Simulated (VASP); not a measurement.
# MgB2 (P6/mmm) in VASP: further runs

MgB2 is run at these levels: LDA; tasks: single point.

Program: VASP 6.6.1. These are calculated values, not measurements. Logs are shortened: lines on timing, memory, paths and dates and some standing lists are left out, and cuts for length are marked.

## 1. The cell of the first run

It takes space group P6/mmm (No. 191, hexagonal). Conventional cell: a = 3.064 Å, b = 3.064 Å, c = 3.499 Å, α = 90.00°, β = 90.00°, γ = 120.00°. Within 3.3 Å of Mg (site symmetry 6/mmm) lie 12 B at 2.49 Å and 6 Mg at 3.06 Å. B (site symmetry -6m2) has 3 B at 1.77 Å within 2.3 Å.

## 2. Single point, LDA (volume scaled by 0.98)

INCAR

```
SYSTEM = MgB2
PREC = Accurate
ENCUT = 520
EDIFF = 1E-6
ISMEAR = -1
SIGMA = 0.05
LREAL = .False.
LASPH = .True.
NELM = 100
ALGO = Normal
ISIF = 2
LWAVE = .False.
LCHARG = .False.
NBANDS = 11
```

KPOINTS

```
Automatic mesh
0
Gamma
  12 12 9
  0 0 0
```

POSCAR

```
MgB2
1.0
    3.0642953789      0.0000000000      0.0000000000
   -1.5321476895      2.6537576429      0.0000000000
    0.0000000000      0.0000000000      3.4993549923
Mg B
1 2
Direct
    0.0000000000      0.0000000000      0.0000000000
    0.3333333333      0.6666666667      0.5000000000
    0.6666666667      0.3333333333      0.5000000000
```

Potentials or basis: VASP PAW LDA potentials, release 64 (Mg, B).

Launch:

```bash
> cat potpaw_LDA.64/Mg/POTCAR potpaw_LDA.64/B/POTCAR > POTCAR
> mpirun -np 1 vasp_std > vasp.out
```

OUTCAR:

```text
SYSTEM = MgB2
   PREC = Accurate
   ENCUT = 520
   EDIFF = 1E-6
   ISMEAR = -1
   LREAL = .False.
   LASPH = .True.
   NELM = 100
   ISIF = 2

 ion  position               nearest neighbor table
   1  0.000  0.000  0.000-   2 2.49   3 2.49   2 2.49   3 2.49   3 2.49   3 2.49   2 2.49   2 2.49
                             3 2.49   3 2.49   2 2.49   2 2.49
   2  0.333  0.667  0.500-   3 1.77   3 1.77   3 1.77   1 2.49   1 2.49   1 2.49   1 2.49   1 2.49
                             1 2.49
   3  0.667  0.333  0.500-   2 1.77   2 1.77   2 1.77   1 2.49   1 2.49   1 2.49   1 2.49   1 2.49
                             1 2.49

  LATTYP: Found a hexagonal cell.
 ALAT       =     3.0642953789
 C/A-ratio  =     1.1419770484

  Lattice vectors:

 A1 = (   3.0642953789,   0.0000000000,   0.0000000000)
 A2 = (  -1.5321476895,   2.6537576429,   0.0000000000)
 A3 = (   0.0000000000,   0.0000000000,   3.4993549923)

Analysis of symmetry for initial positions (statically):
=====================================================================
 Subroutine PRICEL returns:
 Original cell was already a primitive cell.

 Routine SETGRP: Setting up the symmetry group for a
 hexagonal supercell.

 Subroutine GETGRP returns: Found 24 space group operations
 (whereof 24 operations were pure point group operations)
 out of a pool of 24 trial point group operations.

The static configuration has the point symmetry D_6h.

Analysis of symmetry for dynamics (positions and initial velocities):
=====================================================================
 Subroutine PRICEL returns:
 Original cell was already a primitive cell.

 Routine SETGRP: Setting up the symmetry group for a
 hexagonal supercell.

 Subroutine GETGRP returns: Found 24 space group operations
 (whereof 24 operations were pure point group operations)
 out of a pool of 24 trial point group operations.

The dynamic configuration has the point symmetry D_6h.

 Subroutine INISYM returns: Found 24 space group operations
 (whereof 24 operations are pure point group operations),
 and found     1 'primitive' translations

----------------------------------------------------------------------------------------

                                     Primitive cell

  volume of cell :      28.4564

  direct lattice vectors                    reciprocal lattice vectors
     3.064295379  0.000000000  0.000000000     0.326339297  0.188412081  0.000000000
    -1.532147689  2.653757643  0.000000000     0.000000000  0.376824162  0.000000000
     0.000000000  0.000000000  3.499354992     0.000000000  0.000000000  0.285766949

  length of vectors
[... 91 lines left out ...]
   ISYM   =      2    0-nonsym 1-usesym 2-fastsym
   POTIM  = 0.5000    time-step for ionic-motion
   TEBEG  =    0.0;   TEEND  =   0.0 temperature during run
   PSTRESS=    0.0 pullay stress
   NELECT =       8.0000    total number of electrons
   NUPDOWN=      -1.0000    fix difference up-down
   EMIN   =  10.00;   EMAX   =-10.00  energy-range for DOS
   EFERMI =   0.00;   METHOD = LEGACY
   ISMEAR =    -1;   SIGMA  =   0.05  broadening in eV -4-tet -1-fermi 0-gaus
   EFERMI_NEDOS =   21; number of points for ismear=-14 and -15
   IALGO  =     38    algorithm
   IMIX   =      4    mixing-type and parameters
     AMIX     =   0.40;   BMIX     =  1.00
     AMIX_MAG =   1.60;   BMIX_MAG =  1.00
  volume/ion in A,a.u.               =       9.49        64.01
  Fermi-wavevector in a.u.,A,eV,Ry     =   1.072453  2.026642 15.648810  1.150155
  Thomas-Fermi vector in A             =   2.208223
   LORBIT       =      0    0 simple, 1 ext, 2 COOP (PROOUT), +10 PAW based schemes
   GGA     = CA    functional components
   LHFCALC =     F    Hartree Fock is set to
   AEXX    =    0.0000 exact exchange contribution
   IVDW    =     0    specifies the selected vdW correction
   LEPSILON=     F    determine dielectric tensor
   LRPA    =     F    only Hartree local field effects (RPA)
 non-spin polarized calculation
  energy-cutoff  :      520.00
  volume of cell :       28.46
 maximum number of plane-waves:       781
 NGX is ok and might be reduce to    24
   NGX = 11   NGY = 11   NGZ = 13

 number of electron       8.0000000 magnetization

 Free energy of the ion-electron system (eV)
  ---------------------------------------------------
  ext. energy  EPLUGINS =         0.00000000
  ---------------------------------------------------
  free energy    TOTEN  =       -17.27700449 eV

  energy without entropy =      -17.27269571  energy(sigma->0) =      -17.27485010

 E-fermi :   5.3226     XC(G=0): -11.1755

 val. band max:        5.3135063988   @ k =   0.4167   0.1667   0.1111
 cond. band min:       5.3555613683   @ k =   0.2500   0.2500   0.4444
 fundamental gap:      0.0420549696
 Fermi energy:         5.3226321553

 k-point     1 :       0.0000    0.0000    0.0000
  band No.  band energies     occupation
      1      -7.0540      2.00000
      2       2.3877      2.00000
      3       5.7187      0.00072
      4       5.7187      0.00072
      5       7.0585      0.00000
      6      11.7077      0.00000
      7      11.7077      0.00000
      8      13.7930      0.00000
      9      15.3438      0.00000
     10      18.0988      0.00000
     11      21.5458      0.00000
[... 309 lines left out ...]
 k-point    24 :       0.3333   -0.0000    0.1111
  band No.  band energies     occupation
      1      -5.0419      2.00000
      2       0.3613      2.00000
      3       3.4701      2.00000
      4       3.6431      2.00000
      5       9.1833      0.00000
      6      10.0405      0.00000
      7      10.9119      0.00000
      8      14.8300      0.00000
      9      17.3043      0.00000
     10      18.0594      0.00000
     11      18.2438      0.00000

 [... further k-points ...]
[... 5 lines left out ...]
  --------------------------------------------------------------------------------------
  -------------------------------------------------------------------------------------
  Total       -0.9397007     -0.9397007     -0.9673536      0.0000000     -0.0000000      0.0000000
  in kB      -52.9078648    -52.9078648    -54.4648028      0.0000000     -0.0000000      0.0000000
  external PRESSURE =     -53.4268441 kB  Pullay stress =       0.0000000 kB

 VOLUME and BASIS-vectors are now :
 -----------------------------------------------------------------------------
  energy-cutoff  :      520.00
  volume of cell :       28.46
      direct lattice vectors                 reciprocal lattice vectors
     3.064295379  0.000000000  0.000000000     0.326339297  0.188412081  0.000000000
    -1.532147689  2.653757643  0.000000000     0.000000000  0.376824162  0.000000000
     0.000000000  0.000000000  3.499354992     0.000000000  0.000000000  0.285766949

 POSITION                                       TOTAL-FORCE (eV/Angst)
 -----------------------------------------------------------------------------------
      0.00000      0.00000      0.00000         0.000000      0.000000      0.000000
     -0.00000      1.76917      1.74968        -0.000000     -0.000000      0.000000
      1.53215      0.88459      1.74968         0.000000      0.000000      0.000000
 -----------------------------------------------------------------------------------
    total drift:                                0.000000     -0.000000      0.000000

  FREE ENERGIE OF THE ION-ELECTRON SYSTEM (eV)
  ---------------------------------------------------
  free  energy   TOTEN  =       -17.2770044865 eV

  energy  without entropy=      -17.2726957150  energy(sigma->0) =      -17.27485010
```

stdout:

```text
POSCAR found type information on POSCAR MgB
 POSCAR found :  2 types and       3 ions
 scaLAPACK will be used
 LDA part: xc-table for (Slater(with rela. corr.)+CA(PZ))
 , standard interpolation
 POSCAR, INCAR and KPOINTS ok, starting setup
 FFT: planning ... GRIDC
 FFT: planning ... GRID_SOFT
 FFT: planning ... GRID
 WAVECAR not read
 entering main loop
```

It took 11 s on 1 thread of Intel Xeon Platinum 8488C (Sapphire Rapids), shared host; peak memory 0.15 GiB.

What came out:

```yaml
Free_energy: -17.2770 eV
Pressure: -5.3 GPa
Band_gap_on_the_k_mesh: zero (band 4 reaches 7.16 eV, above the bottom of band 5 at 3.42 eV)
```

Stress tensor (GPa, compression positive):
```
-5.29  0.00  0.00
 0.00 -5.29  0.00
 0.00  0.00 -5.45
```

Levels at points of the mesh, in eV from the Fermi level:
```tsv
k point	band 2	band 3	band 4	band 5	band 6	band 7
(0.00, 0.00, 0.00)	-2.93	0.40	0.40	1.74	6.39	6.39
(0.50, 0.00, 0.00)	-7.82	-2.16	0.24	3.13	3.99	5.44
```

## 3. Single point, LDA (volume scaled by 0.99)

INCAR

```
SYSTEM = MgB2
  ALGO = Normal
  EDIFF = 1E-6
  ENCUT = 520
  GGA = CA
  ISIF = 2
  ISMEAR = -1
  LASPH = .TRUE.
  LCHARG = .FALSE.
  LREAL = .FALSE.
  LWAVE = .FALSE.
  NBANDS = 11
  NELM = 80
  PREC = Accurate
  SIGMA = 0.05
```

KPOINTS

```
k-points
0
G
  12 12 9
  0 0 0
```

POSCAR

```
MgB2
1.0
    3.0746829003      0.0000000000      0.0000000000
   -1.5373414502      2.6627535003      0.0000000000
    0.0000000000      0.0000000000      3.5112173033
Mg B
1 2
Direct
    0.0000000000      0.0000000000      0.0000000000
    0.3333333333      0.6666666667      0.5000000000
    0.6666666667      0.3333333333      0.5000000000
```

Potentials or basis: VASP PAW LDA potentials, release 64 (Mg, B).

Launch:

```bash
> cat potpaw_LDA.64/Mg/POTCAR potpaw_LDA.64/B/POTCAR > POTCAR
> mpirun -np 1 vasp_std > vasp.out
```

Run time: 11 s. Hardware: 1 thread of Intel Xeon Platinum 8488C (Sapphire Rapids), shared host; peak memory 0.15 GiB.

The run converged. Its results:

- Free energy: -17.2661 eV
- Pressure: -6.8 GPa
- Band gap on the k mesh: zero (band 4 reaches 7.08 eV, above the bottom of band 5 at 3.36 eV)

Stress tensor (GPa, compression positive):
```
-6.97  0.00  0.00
 0.00 -6.97  0.00
 0.00  0.00 -6.47
```

Levels at points of the mesh, in eV from the Fermi level:
| k point | band 2 | band 3 | band 4 | band 5 | band 6 | band 7 |
| --- | --- | --- | --- | --- | --- | --- |
| (0.00, 0.00, 0.00) | -2.91 | 0.39 | 0.39 | 1.71 | 6.34 | 6.34 |
| (0.50, 0.00, 0.00) | -7.78 | -2.15 | 0.25 | 3.11 | 3.96 | 5.40 |

## 4. Single point, LDA (volume scaled by 1.01)

INCAR

```
SYSTEM = MgB2
PREC = Accurate
ENCUT = 520
EDIFF = 1E-6
ISMEAR = -1
SIGMA = 0.05
LREAL = .FALSE.
LASPH = .TRUE.
NELM = 80
ALGO = Normal
ISIF = 2
LWAVE = .FALSE.
LCHARG = .FALSE.
GGA = CA
NBANDS = 11
```

KPOINTS

```
regular mesh
0
G
  12 12 9
  0 0 0
```

POSCAR

```
MgB2
1.0
    3.0952499526      0.0000000000      0.0000000000
   -1.5476249763      2.6805650900      0.0000000000
    0.0000000000      0.0000000000      3.5347044049
Mg B
1 2
Direct
    0.0000000000      0.0000000000      0.0000000000
    0.3333333333      0.6666666667      0.5000000000
    0.6666666667      0.3333333333      0.5000000000
```

Potentials or basis: VASP PAW LDA potentials, release 64 (Mg, B).

Launch:

```bash
> cat potpaw_LDA.64/Mg/POTCAR potpaw_LDA.64/B/POTCAR > POTCAR
> mpirun -np 1 vasp_std > vasp.out
```

OUTCAR:

```text
SYSTEM = MgB2
   PREC = Accurate
   ENCUT = 520
   EDIFF = 1E-6
   ISMEAR = -1
   LREAL = .FALSE.
   LASPH = .TRUE.
   NELM = 80
   ISIF = 2
   GGA = CA

 ion  position               nearest neighbor table
   1  0.000  0.000  0.000-   2 2.51   3 2.51   2 2.51   3 2.51   2 2.51   2 2.51   3 2.51   3 2.51
                             3 2.51   3 2.51   2 2.51   2 2.51
   2  0.333  0.667  0.500-   3 1.79   3 1.79   3 1.79   1 2.51   1 2.51   1 2.51   1 2.51   1 2.51
                             1 2.51
   3  0.667  0.333  0.500-   2 1.79   2 1.79   2 1.79   1 2.51   1 2.51   1 2.51   1 2.51   1 2.51
                             1 2.51

  LATTYP: Found a hexagonal cell.
 ALAT       =     3.0952499526
 C/A-ratio  =     1.1419770484

  Lattice vectors:

 A1 = (   3.0952499526,   0.0000000000,   0.0000000000)
 A2 = (  -1.5476249763,   2.6805650900,   0.0000000000)
 A3 = (   0.0000000000,   0.0000000000,   3.5347044049)

Analysis of symmetry for initial positions (statically):
=====================================================================
 Subroutine PRICEL returns:
 Original cell was already a primitive cell.

 Routine SETGRP: Setting up the symmetry group for a
 hexagonal supercell.

 Subroutine GETGRP returns: Found 24 space group operations
 (whereof 24 operations were pure point group operations)
 out of a pool of 24 trial point group operations.

The static configuration has the point symmetry D_6h.

Analysis of symmetry for dynamics (positions and initial velocities):
=====================================================================
 Subroutine PRICEL returns:
 Original cell was already a primitive cell.

 Routine SETGRP: Setting up the symmetry group for a
 hexagonal supercell.

 Subroutine GETGRP returns: Found 24 space group operations
 (whereof 24 operations were pure point group operations)
 out of a pool of 24 trial point group operations.

The dynamic configuration has the point symmetry D_6h.

 Subroutine INISYM returns: Found 24 space group operations
 (whereof 24 operations are pure point group operations),
 and found     1 'primitive' translations

[... 120 lines left out ...]
   LORBIT       =      0    0 simple, 1 ext, 2 COOP (PROOUT), +10 PAW based schemes
   GGA     = CA    functional components
   LHFCALC =     F    Hartree Fock is set to
   AEXX    =    0.0000 exact exchange contribution
   IVDW    =     0    specifies the selected vdW correction
   LEPSILON=     F    determine dielectric tensor
   LRPA    =     F    only Hartree local field effects (RPA)
 non-spin polarized calculation
  energy-cutoff  :      520.00
  volume of cell :       29.33
 maximum number of plane-waves:       806
 NGX is ok and might be reduce to    24
   NGX = 11   NGY = 11   NGZ = 13

 number of electron       8.0000000 magnetization

 Free energy of the ion-electron system (eV)
  ---------------------------------------------------
  ext. energy  EPLUGINS =         0.00000000
  ---------------------------------------------------
  free energy    TOTEN  =       -17.23667685 eV

  energy without entropy =      -17.23238182  energy(sigma->0) =      -17.23452933

 E-fermi :   5.1053     XC(G=0): -11.0559

 val. band max:        5.0524568195   @ k =   0.0833   0.0000   0.2222
 cond. band min:       5.1069897310   @ k =   0.4167   0.1667   0.1111
 fundamental gap:      0.0545329115
 Fermi energy:         5.1053248239

 k-point     1 :       0.0000    0.0000    0.0000
  band No.  band energies     occupation
      1      -7.0913      2.00000
      2       2.2321      2.00000
      3       5.4823      0.00106
      4       5.4823      0.00106
      5       6.7657      0.00000
      6      11.3592      0.00000
      7      11.3592      0.00000
      8      13.2463      0.00000
      9      14.8649      0.00000
     10      17.5531      0.00000
     11      21.0569      0.00000
[... 309 lines left out ...]
 k-point    24 :       0.3333    0.0000    0.1111
  band No.  band energies     occupation
      1      -5.1164      2.00000
      2       0.2037      2.00000
      3       3.2920      2.00000
      4       3.4543      2.00000
      5       8.9099      0.00000
      6       9.7181      0.00000
      7      10.4627      0.00000
      8      14.3749      0.00000
      9      16.8015      0.00000
     10      17.5387      0.00000
     11      17.7865      0.00000

 [... further k-points ...]
[... 5 lines left out ...]
  --------------------------------------------------------------------------------------
  -------------------------------------------------------------------------------------
  Total       -1.8479884     -1.8479884     -1.5322270      0.0000000      0.0000000      0.0000000
  in kB     -100.9565841   -100.9565841    -83.7063711      0.0000000      0.0000000      0.0000000
  external PRESSURE =     -95.2065131 kB  Pullay stress =       0.0000000 kB

 VOLUME and BASIS-vectors are now :
 -----------------------------------------------------------------------------
  energy-cutoff  :      520.00
  volume of cell :       29.33
      direct lattice vectors                 reciprocal lattice vectors
     3.095249953  0.000000000  0.000000000     0.323075685  0.186527834  0.000000000
    -1.547624976  2.680565090  0.000000000     0.000000000  0.373055668  0.000000000
     0.000000000  0.000000000  3.534704405     0.000000000  0.000000000  0.282909088

 POSITION                                       TOTAL-FORCE (eV/Angst)
 -----------------------------------------------------------------------------------
      0.00000      0.00000      0.00000         0.000000     -0.000000      0.000000
     -0.00000      1.78704      1.76735        -0.000000     -0.000000      0.000000
      1.54762      0.89352      1.76735         0.000000      0.000000      0.000000
 -----------------------------------------------------------------------------------
    total drift:                                0.000000     -0.000000     -0.000000

  FREE ENERGIE OF THE ION-ELECTRON SYSTEM (eV)
  ---------------------------------------------------
  free  energy   TOTEN  =       -17.2366768463 eV

  energy  without entropy=      -17.2323818174  energy(sigma->0) =      -17.23452933
```

Run time: 11 s. Hardware: 1 thread of Intel Xeon Platinum 8488C (Sapphire Rapids), shared host; peak memory 0.15 GiB.

What came out:

```
Free energy            : -17.2367 eV
Pressure               : -9.5 GPa
Band gap on the k mesh : zero (band 4 reaches 6.92 eV, above the bottom of band 5 at 3.25 eV)
```

Stress tensor (GPa, compression positive):
```
-10.10   0.00   0.00
  0.00 -10.10   0.00
  0.00   0.00  -8.37
```

## 5. Single point, LDA (volume scaled by 1.02)

INCAR

```
  ALGO = Normal
  EDIFF = 1E-6
  ENCUT = 520
  GGA = CA
  ISIF = 2
  ISMEAR = -1
  LASPH = True
  LCHARG = True
  LELF = True
  LREAL = False
  LVHAR = True
  LWAVE = False
  NBANDS = 11
  NELM = 60
  PREC = Accurate
  SIGMA = 0.05
```

KPOINTS

```
k-points
0
Gamma
  12 12 9
```

POSCAR

```
MgB2
1.0
    3.1054317692      0.0000000000      0.0000000000
   -1.5527158846      2.6893828019      0.0000000000
    0.0000000000      0.0000000000      3.5463318058
Mg B
1 2
Direct
    0.0000000000      0.0000000000      0.0000000000
    0.3333333333      0.6666666667      0.5000000000
    0.6666666667      0.3333333333      0.5000000000
```

Launch:

```bash
> cat potpaw_LDA.64/Mg/POTCAR potpaw_LDA.64/B/POTCAR > POTCAR
> mpirun -np 1 vasp_std > vasp.out
```

Wall time 11 s (1 thread of Intel Xeon Platinum 8488C (Sapphire Rapids), shared host); peak memory 0.15 GiB.

The run converged. Its results:

```
Free energy            : -17.2184 eV
Pressure               : -10.8 GPa
Band gap on the k mesh : zero (band 4 reaches 6.84 eV, above the bottom of band 5 at 3.20 eV)
```

Stress tensor (GPa, compression positive):
```
-11.55   0.00   0.00
  0.00 -11.55   0.00
  0.00   0.00  -9.25
```

Levels at points of the mesh, in eV from the Fermi level:
| k point | band 2 | band 3 | band 4 | band 5 | band 6 | band 7 |
| --- | --- | --- | --- | --- | --- | --- |
| (0.00, 0.00, 0.00) | -2.85 | 0.37 | 0.37 | 1.64 | 6.21 | 6.21 |
| (0.50, 0.00, 0.00) | -7.65 | -2.11 | 0.26 | 3.04 | 3.89 | 5.25 |

## 6. The runs side by side

| cell | gap on the mesh (eV) | pressure (GPa) |
| --- | --- | --- |
| a = 3.064, b = 3.064, c = 3.499 Å, angles 90.0, 90.0, 120.0°, 3 atoms | none | -5.3 |
| a = 3.075, b = 3.075, c = 3.511 Å, angles 90.0, 90.0, 120.0°, 3 atoms | none | -6.8 |
| a = 3.095, b = 3.095, c = 3.535 Å, angles 90.0, 90.0, 120.0°, 3 atoms | none | -9.5 |
| a = 3.105, b = 3.105, c = 3.546 Å, angles 90.0, 90.0, 120.0°, 3 atoms | none | -10.8 |

Alike in all rows: task single point; level LDA; potentials or basis VASP PAW LDA potentials, release 64 (Mg, B); no spin polarisation; k mesh 12 × 12 × 9; cutoff (eV) 520; smearing fermi-dirac 0.05 eV.

Absolute energies hang on the potentials; compare differences alone.
